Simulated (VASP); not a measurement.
# GaPt12 in VASP: a series of runs

GaPt12 is run at these levels: PBEsol; tasks: single point.

Everything below comes from runs of VASP 6.6.1. Logs are shortened: lines on timing, memory, paths and dates and some standing lists are left out, and cuts for length are marked.

## 1. The cell of the first run

The cell holds a slab with vacuum, 13 atoms: a = 5.544 Å, b = 5.544 Å, c = 16.526 Å, α = 90.00°, β = 90.00°, γ = 60.00°.

## 2. Single point, PBEsol

The input, INCAR:

```
PREC = Accurate
ENCUT = 520
EDIFF = 1E-6
ISMEAR = -1
SIGMA = 0.15
LREAL = False
LASPH = True
NELM = 100
ALGO = Normal
ISIF = 2
LWAVE = False
LCHARG = False
GGA = PS
NBANDS = 78
```

The input, KPOINTS:

```
Automatic mesh
0
Gamma
  3 3 1
```

The input, POSCAR:

```
GaPt12
1.0
    5.5437170000      0.0000000000      0.0000000000
    2.7718590000      4.8010000000      0.0000000000
    0.0000000000      0.0000000000     16.5264260000
Pt Ga
12 1
Direct
    0.1666579039      0.1666736097      0.0605091506
    0.6666653898      0.1666736097      0.0605091506
    0.1666706210      0.6666736097      0.0605091506
    0.6666600685      0.6666736097      0.0605091506
   -0.1589041120      0.3619662570      0.2071167716
    0.2975380708      0.3780254114      0.2087142132
   -0.2221012221      0.8610706103      0.1997407062
    0.2950829581      0.8537388044      0.2082906492
   -0.0923038513      0.0575088523      0.3419009046
    0.3805017262      0.1042282858      0.3501604037
   -0.1514062174      0.5978129556      0.3516852343
    0.3992204269      0.5926473651      0.3453862317
    0.0370727049      0.3912101645      0.4783429884
```

Potentials or basis: VASP PAW PBE potentials, release 64 (Pt, Ga_d).

The run is started by

```bash
$ cat potpaw_PBE.64/Pt/POTCAR potpaw_PBE.64/Ga_d/POTCAR > POTCAR
$ mpirun -np 1 vasp_std > vasp.out
```

OUTCAR:

```text
PREC = Accurate
   ENCUT = 520
   EDIFF = 1E-6
   ISMEAR = -1
   LREAL = False
   LASPH = True
   NELM = 100
   ISIF = 2
   GGA = PS

 ion  position               nearest neighbor table
   1  0.167  0.167  0.061-   2 2.77   3 2.77   4 2.77   4 2.77   3 2.77   2 2.77   8 2.87   5 2.89
                             6 2.96
   2  0.667  0.167  0.061-   7 2.74   1 2.77   3 2.77   4 2.77   3 2.77   4 2.77   1 2.77   5 3.00
                             6 3.03
   3  0.167  0.667  0.061-   4 2.77   1 2.77   2 2.77   2 2.77   1 2.77   4 2.77   6 2.82   8 2.88
                             7 2.96
   4  0.667  0.667  0.061-   7 2.74   3 2.77   2 2.77   1 2.77   1 2.77   2 2.77   3 2.77   5 2.83
                             8 3.02
   5  0.841  0.362  0.207-   6 2.58   7 2.61   8 2.68   9 2.71  11 2.73   4 2.83   8 2.89   1 2.89
                             6 2.97   7 2.97   2 3.00  12 3.12
   6  0.298  0.378  0.209-   5 2.58   8 2.63  10 2.70  12 2.74   7 2.77   7 2.79   3 2.82   8 2.91
                             1 2.96   5 2.97   2 3.03  11 3.20
   7  0.778  0.861  0.200-   5 2.61   8 2.70   2 2.74   4 2.74   6 2.77   6 2.79   9 2.83  11 2.83
                             8 2.85   3 2.96   5 2.97  10 3.14
   8  0.295  0.854  0.208-  12 2.59   6 2.63   5 2.68   7 2.70   7 2.85   1 2.87   3 2.88  10 2.88
                             9 2.89   5 2.89   6 2.91   4 3.02
   9  0.908  0.058  0.342-  12 2.65   5 2.71  11 2.73  10 2.76  10 2.81   7 2.83  11 2.85   8 2.89
                            12 2.90
  10  0.381  0.104  0.350-   6 2.70  11 2.71  13 2.76  12 2.76   9 2.76  12 2.79   9 2.81  11 2.85
                             8 2.88   7 3.14
  11  0.849  0.598  0.352-  13 2.36  12 2.51  10 2.71   9 2.73   5 2.73   7 2.83  10 2.85   9 2.85
                            12 3.04   6 3.20
  12  0.399  0.593  0.345-  11 2.51   8 2.59   9 2.65   6 2.74  10 2.76  10 2.79   9 2.90  11 3.04
                             5 3.12
  13  0.037  0.391  0.478-  11 2.36  10 2.76

  LATTYP: Found a hexagonal cell.
 ALAT       =     5.5437174636
 C/A-ratio  =     2.9811089957

  Lattice vectors:

 A1 = (  -2.7718590000,  -4.8010000000,   0.0000000000)
 A2 = (   5.5437170000,   0.0000000000,   0.0000000000)
 A3 = (   0.0000000000,   0.0000000000,  16.5264260000)

Analysis of symmetry for initial positions (statically):
=====================================================================
 Subroutine PRICEL returns:
 Original cell was already a primitive cell.

 Routine SETGRP: Setting up the symmetry group for a
 hexagonal supercell.

 Subroutine GETGRP returns: Found  1 space group operations
 (whereof  1 operations were pure point group operations)
 out of a pool of 24 trial point group operations.

The static configuration has the point symmetry C_1 .

Analysis of symmetry for dynamics (positions and initial velocities):
=====================================================================
 Subroutine PRICEL returns:
 Original cell was already a primitive cell.

 Routine SETGRP: Setting up the symmetry group for a
 hexagonal supercell.

 Subroutine GETGRP returns: Found  1 space group operations
 (whereof  1 operations were pure point group operations)
 out of a pool of 24 trial point group operations.

The dynamic configuration has the point symmetry C_1 .

 Subroutine INISYM returns: Found  1 space group operations
 (whereof  1 operations are pure point group operations),
 and found     1 'primitive' translations

----------------------------------------------------------------------------------------

                                     Primitive cell

  volume of cell :     439.8572

  direct lattice vectors                    reciprocal lattice vectors
     5.543717000  0.000000000  0.000000000     0.180384388 -0.104144989  0.000000000
     2.771859000  4.801000000  0.000000000     0.000000000  0.208289940  0.000000000
     0.000000000  0.000000000 16.526426000     0.000000000  0.000000000  0.060509151

  length of vectors
     5.543717000  5.543717464 16.526426000     0.208289957  0.208289940  0.060509151

  position of ions in fractional coordinates (direct lattice)
     0.166657904  0.166673610  0.060509151
     0.666665390  0.166673610  0.060509151
     0.166670621  0.666673610  0.060509151
     0.666660069  0.666673610  0.060509151
     0.841095888  0.361966257  0.207116772
     0.297538071  0.378025411  0.208714213
[... 33 lines left out ...]

  Cartesian coordinates                     Fractional coordinates (reciprocal lattice)
     0.060128129 -0.034714996  0.000000000     0.333333333  0.000000000  0.000000000
     0.000000000  0.069429980  0.000000000     0.000000000  0.333333333  0.000000000
     0.000000000  0.000000000  0.060509151     0.000000000  0.000000000  1.000000000

  Length of vectors
     0.069429986  0.069429980  0.060509151

  Shift w.r.t. Gamma in fractional coordinates (k-lattice)
     0.000000000  0.000000000  0.000000000

 Subroutine IBZKPT returns following result:
 ===========================================

 Found      5 irreducible k-points:

 Following reciprocal coordinates:
            Coordinates               Weight
  0.000000  0.000000  0.000000      1.000000
  0.333333 -0.000000  0.000000      2.000000
  0.333333  0.333333  0.000000      2.000000
  0.000000  0.333333  0.000000      2.000000
 -0.333333  0.333333  0.000000      2.000000
   k-points           NKPTS =      5   k-points in BZ     NKDIM =      5   number of bands    NBANDS=     78
   number of dos      NEDOS =    301   number of ions     NIONS =     13
   total plane-waves  NPLWV = 222264
   dimension x,y,z NGX =    42 NGY =   42 NGZ =  126
   dimension x,y,z NGXF=    84 NGYF=   84 NGZF=  252
   ions per type =              12   1
   NGX,Y,Z   is equivalent  to a cutoff of  12.60, 12.60, 12.67 a.u.
   NGXF,Y,Z  is equivalent  to a cutoff of  25.19, 25.19, 25.35 a.u.
 SYSTEM =  unknown system
   PREC   = accura    normal or accurate (medium, high low for compatibility)
   ISTART =      0    job   : 0-new  1-cont  2-samecut
   ICHARG =      2    charge: 1-file 2-atom 10-const
   ISPIN  =      1    spin polarized calculation?
   LNONCOLLINEAR =      F non collinear calculations
   LSORBIT =      F    spin-orbit coupling
   LASPH  =      T    aspherical Exc in radial PAW
   ENCUT  =  520.0 eV  38.22 Ry    6.18 a.u.  10.31 10.31 30.73*2*pi/ulx,y,z
   NELM   =    100;   NELMIN=  2; NELMDL= -5     # of ELM steps
   EDIFF  = 0.1E-05   stopping-criterion for ELM
   LREAL  =      F    real-space projection
   EDIFFG = 0.1E-04   stopping-criterion for IOM
   NSW    =      0    number of steps for IOM
   IBRION =     -1    ionic relax: 0-MD 1-quasi-New 2-CG
   NFREE  =      0    steps in history (QN), initial steepest desc. (CG)
   ISIF   =      2    stress and relaxation
   ISYM   =      2    0-nonsym 1-usesym 2-fastsym
   POTIM  = 0.5000    time-step for ionic-motion
   TEBEG  =    0.0;   TEEND  =   0.0 temperature during run
   PSTRESS=    0.0 pullay stress
   NELECT =     133.0000    total number of electrons
   NUPDOWN=      -1.0000    fix difference up-down
   EMIN   =  10.00;   EMAX   =-10.00  energy-range for DOS
   EFERMI =   0.00;   METHOD = LEGACY
   ISMEAR =    -1;   SIGMA  =   0.15  broadening in eV -4-tet -1-fermi 0-gaus
   EFERMI_NEDOS =   21; number of points for ismear=-14 and -15
   IALGO  =     38    algorithm
   IMIX   =      4    mixing-type and parameters
     AMIX     =   0.40;   BMIX     =  1.00
     AMIX_MAG =   1.60;   BMIX_MAG =  1.00
  volume/ion in A,a.u.               =      33.84       228.33
  Fermi-wavevector in a.u.,A,eV,Ry     =   1.098807  2.076444 16.427364  1.207377
  Thomas-Fermi vector in A             =   2.235191
   LORBIT       =      0    0 simple, 1 ext, 2 COOP (PROOUT), +10 PAW based schemes
   GGA     = PS    functional components
   LHFCALC =     F    Hartree Fock is set to
   AEXX    =    0.0000 exact exchange contribution
   IVDW    =     0    specifies the selected vdW correction
   LEPSILON=     F    determine dielectric tensor
   LRPA    =     F    only Hartree local field effects (RPA)
 non-spin polarized calculation
  energy-cutoff  :      520.00
  volume of cell :      439.86
 maximum number of plane-waves:     11863
 NGX is ok and might be reduce to    42
   NGX = 21   NGY = 21   NGZ = 61

 number of electron     133.0000016 magnetization

 Free energy of the ion-electron system (eV)
  ---------------------------------------------------
  ext. energy  EPLUGINS =         0.00000000
  ---------------------------------------------------
  free energy    TOTEN  =       -81.67052530 eV

  energy without entropy =      -80.23897530  energy(sigma->0) =      -80.95475030

 E-fermi :   1.7748     XC(G=0):  -7.3354

 val. band max:        1.7288823796   @ k =  -0.3333   0.3333   0.0000
 cond. band min:       1.7800166030   @ k =   0.3333  -0.0000   0.0000
 fundamental gap:      0.0511342234
 Fermi energy:         1.7747576093

 k-point     1 :       0.0000    0.0000    0.0000
  band No.  band energies     occupation
      1     -12.5432      2.00000
      2     -12.5044      2.00000
      3     -12.5012      2.00000
      4     -12.4981      2.00000
      5     -12.4685      2.00000
      6      -7.2434      2.00000
[... 394 lines left out ...]
     77       5.3289      0.00000
     78       6.2402      0.00000

------------------------ aborting loop because EDIFF is reached ----------------------------------------

  FORCE on cell =-STRESS in cart. coord.  units (eV):
  Direction    XX          YY          ZZ          XY          YZ          ZX
  --------------------------------------------------------------------------------------
  -------------------------------------------------------------------------------------
  Total      -17.5763487    -19.4577166     -8.1524461     -0.1405386     -3.1613433      0.9886435
  in kB      -64.0217500    -70.8746220    -29.6952384     -0.5119110    -11.5151750      3.6011283
  external PRESSURE =     -54.8638701 kB  Pullay stress =       0.0000000 kB

 VOLUME and BASIS-vectors are now :
 -----------------------------------------------------------------------------
  energy-cutoff  :      520.00
  volume of cell :      439.86
      direct lattice vectors                 reciprocal lattice vectors
     5.543717000  0.000000000  0.000000000     0.180384388 -0.104144989  0.000000000
     2.771859000  4.801000000  0.000000000     0.000000000  0.208289940  0.000000000
     0.000000000  0.000000000 16.526426000     0.000000000  0.000000000  0.060509151

 POSITION                                       TOTAL-FORCE (eV/Angst)
 -----------------------------------------------------------------------------------
      1.38590      0.80020      1.00000         0.067772     -0.065993      0.892727
      4.15780      0.80020      1.00000        -0.008175      0.249749      0.668226
      2.77190      3.20070      1.00000         0.123107     -0.079332      0.678105
      5.54370      3.20070      1.00000        -0.159968     -0.051616      0.570542
      5.66612      1.73780      3.42290        -2.334238     -0.380346     -0.830137
      2.69730      1.81490      3.44930         0.639990     -0.690012     -0.839601
      6.69922      4.13400      3.30100         1.135352      0.876949      0.311344
      4.00230      4.09880      3.44230         0.468352      0.776982     -1.268714
      5.19142      0.27610      5.65040        -0.493141      0.830721      0.062245
      2.39830      0.50040      5.78690        -0.052078     -0.113433      0.174884
      6.36142      2.87010      5.81210         1.762044      0.127760     -0.623269
      3.85590      2.84530      5.70800        -1.510946     -0.832707      0.477452
      1.28990      1.87820      7.90530         0.361930     -0.648722     -0.273804
 -----------------------------------------------------------------------------------
    total drift:                               -0.000060      0.000319     -0.000828

  FREE ENERGIE OF THE ION-ELECTRON SYSTEM (eV)
  ---------------------------------------------------
  free  energy   TOTEN  =       -81.6705253006 eV

  energy  without entropy=      -80.2389752961  energy(sigma->0) =      -80.95475030
```

It took 6.2 min on 1 thread of Intel Xeon Platinum 8488C (Sapphire Rapids), shared host; peak memory 0.57 GiB.

Results:

```
Free energy            : -81.6705 eV
Largest force          : 2.506 eV/Å
Band gap on the k mesh : zero (an odd number of electrons rules out a gap without spin polarisation)
```

Forces in eV/Å, atoms in the order of the input:
```
Pt   0.068 -0.066  0.893
Pt  -0.008  0.250  0.668
Pt   0.123 -0.079  0.678
Pt  -0.160 -0.052  0.571
Pt  -2.334 -0.380 -0.830
Pt   0.640 -0.690 -0.840
Pt   1.135  0.877  0.311
Pt   0.468  0.777 -1.269
Pt  -0.493  0.831  0.062
Pt  -0.052 -0.113  0.175
Pt   1.762  0.128 -0.623
Pt  -1.511 -0.833  0.477
Ga   0.362 -0.649 -0.274
```

Caveat: the k points lie up to 0.44 Å⁻¹ apart, too coarse for converged energies and pressures of a metal; the atoms stand as in a frame of molecular dynamics; there is no dipole correction, which matters where the two faces differ; the PAW data sets were made with another functional, which shifts forces and pressure a little; spin-orbit coupling is left out, which moves the levels of the heavy elements.

## 3. Single point, PBEsol

The input, INCAR:

```
  PREC = Accurate
  ENCUT = 520
  EDIFF = 1E-7
  ISMEAR = -1
  SIGMA = 0.15
  LREAL = F
  LASPH = T
  NELM = 60
  ALGO = Normal
  ISIF = 2
  LWAVE = F
  LCHARG = T
  GGA = PS
  LELF = T
  LVHAR = T
  NBANDS = 78
```

KPOINTS is that of step 2.

The input, POSCAR:

```
GaPt12
1.0
    5.5437170000      0.0000000000      0.0000000000
    2.7718590000      4.8010000000      0.0000000000
    0.0000000000      0.0000000000     16.5264260000
Pt Ga
12 1
Direct
    0.1666579039      0.1666736097      0.0605091506
    0.6666653898      0.1666736097      0.0605091506
    0.1666706210      0.6666736097      0.0605091506
    0.6666600685      0.6666736097      0.0605091506
   -0.2542993886      0.4323682566      0.2046116928
    0.2496989768      0.4073942929      0.2105778951
   -0.1726821507      0.8723390960      0.1974111039
    0.3058945214      0.8735680067      0.2083330056
   -0.0938568105      0.1126015413      0.3421550431
    0.3651658767      0.0978129556      0.3517457435
   -0.1684404672      0.6401791293      0.3571915670
    0.3900521055      0.5981045615      0.3584804119
    0.1159789032      0.4985627994      0.4852410315
```

Potentials or basis: VASP PAW PBE potentials, release 64 (Pt, Ga_d).

The run is started by

```bash
$ cat potpaw_PBE.64/Pt/POTCAR potpaw_PBE.64/Ga_d/POTCAR > POTCAR
$ mpirun -np 1 vasp_std > vasp.out
```

It took 6.6 min on 1 thread of Intel Xeon Platinum 8488C (Sapphire Rapids), shared host; peak memory 0.58 GiB.

It converged, with:

```yaml
Free_energy: -81.0256 eV
Largest_force: 3.251 eV/Å
Band_gap_on_the_k_mesh: zero (an odd number of electrons rules out a gap without spin polarisation)
```

Forces on the atoms (eV/Å):
```
Pt   0.079  0.068  0.869
Pt  -0.104  0.367  0.428
Pt   0.188 -0.143  0.470
Pt  -0.101  0.153  0.188
Pt   0.871 -3.123  0.240
Pt   1.230 -1.994 -0.064
Pt  -1.396  2.225  0.604
Pt  -0.890  2.475 -0.557
Pt  -2.029 -0.075 -0.363
Pt   1.391  1.435  0.126
Pt   1.780 -0.930 -0.410
Pt  -1.298 -0.350 -0.246
Ga   0.279 -0.109 -1.284
```

Levels at points of the mesh, in eV from the Fermi level:
```tsv
k point	band 64	band 65	band 66	band 67	band 68	band 69	band 70	band 71	band 72	band 73
(0.00, 0.00, 0.00)	0.34	0.43	0.57	0.79	0.82	0.84	0.90	1.15	1.23	1.61
```

Caveat: the k points lie up to 0.44 Å⁻¹ apart, too coarse for converged energies and pressures of a metal; the atoms stand as in a frame of molecular dynamics; there is no dipole correction, which matters where the two faces differ; the PAW data sets were made with another functional, which shifts forces and pressure a little; spin-orbit coupling is left out, which moves the levels of the heavy elements.

## 4. Single point, PBEsol

The input, INCAR:

```
SYSTEM = GaPt12
PREC = Accurate ; ENCUT = 520
EDIFF = 1E-7 ; ISMEAR = -1
SIGMA = 0.15 ; LREAL = .FALSE.
LASPH = .TRUE. ; NELM = 80
ALGO = Normal ; ISIF = 2
LWAVE = .FALSE. ; LCHARG = .FALSE.
GGA = PS ; NBANDS = 78
```

The input, KPOINTS:

```
regular mesh
0
G
  3 3 1
  0 0 0
```

The input, POSCAR:

```
GaPt12
1.0
    5.5437170000      0.0000000000      0.0000000000
    2.7718590000      4.8010000000      0.0000000000
    0.0000000000      0.0000000000     16.5264260000
Pt Ga
12 1
Direct
    0.1666579039      0.1666736097      0.0605091506
    0.6666653898      0.1666736097      0.0605091506
    0.1666706210      0.6666736097      0.0605091506
    0.6666600685      0.6666736097      0.0605091506
   -0.1847977327      0.4073318059      0.1960133425
    0.3334111931      0.4036867319      0.2077642196
   -0.2047140931      0.8775255155      0.1989298836
    0.2643311954      0.9354092897      0.2042183833
   -0.1559361979      0.1128723183      0.3383369157
    0.3593810892      0.1128098313      0.3437645865
   -0.1630243563      0.6428035826      0.3672723915
    0.3121697930      0.6523849198      0.3485508603
    0.2207661891      0.4725473860      0.4720016294
```

The run is started by

```bash
$ cat potpaw_PBE.64/Pt/POTCAR potpaw_PBE.64/Ga_d/POTCAR > POTCAR
$ mpirun -np 1 vasp_std > vasp.out
```

It took 7.1 min on 1 thread of Intel Xeon Platinum 8488C (Sapphire Rapids), shared host; peak memory 0.58 GiB.

Results (log left out):

- Free energy: -81.4711 eV
- Largest force: 1.902 eV/Å
- Band gap on the k mesh: zero (an odd number of electrons rules out a gap without spin polarisation)

Forces in eV/Å, atoms in the order of the input:
```
Pt   0.268  0.116 -0.105
Pt  -0.139  0.389  0.243
Pt   0.179 -0.058  0.582
Pt  -0.136  0.512 -0.296
Pt  -0.994 -0.375  1.382
Pt  -0.862  0.005 -0.937
Pt   0.628  0.791  0.421
Pt   0.637 -1.597 -0.327
Pt   0.279  1.527 -0.139
Pt  -0.266  0.960  0.875
Pt  -0.803 -0.872 -1.290
Pt   1.577 -1.063  0.000
Ga  -0.369 -0.333 -0.407
```

Levels at points of the mesh, in eV from the Fermi level:
| k point | band 64 | band 65 | band 66 | band 67 | band 68 | band 69 | band 70 | band 71 | band 72 | band 73 |
| --- | --- | --- | --- | --- | --- | --- | --- | --- | --- | --- |
| (0.00, 0.00, 0.00) | 0.42 | 0.47 | 0.54 | 0.75 | 0.76 | 0.80 | 0.95 | 1.13 | 1.23 | 1.61 |

Caveat: the k points lie up to 0.44 Å⁻¹ apart, too coarse for converged energies and pressures of a metal; the atoms stand as in a frame of molecular dynamics; there is no dipole correction, which matters where the two faces differ; the PAW data sets were made with another functional, which shifts forces and pressure a little; spin-orbit coupling is left out, which moves the levels of the heavy elements.

## 5. Summary

| cell | gap on the mesh (eV) | largest force (eV/Å) |
| --- | --- | --- |
| as given, atomic positions A | none | 2.51 |
| as given, atomic positions B | none | 3.25 |
| as given, atomic positions C | none | 1.90 |

Alike in all rows: task single point; level PBEsol; potentials or basis VASP PAW PBE potentials, release 64 (Pt, Ga_d); no spin polarisation; k mesh 3 × 3 × 1; cutoff (eV) 520; smearing fermi-dirac 0.15 eV.

Caveats: all runs use coarse meshes; the atoms stand as in a frame of molecular dynamics; there is no dipole correction, which matters where the two faces differ; the PAW data sets were made with another functional, which shifts forces and pressure a little; spin-orbit coupling is left out, which moves the levels of the heavy elements.

Absolute energies hang on the potentials; compare differences alone.

The gap in the log of VASP goes by the Fermi energy; the results here count the filled bands.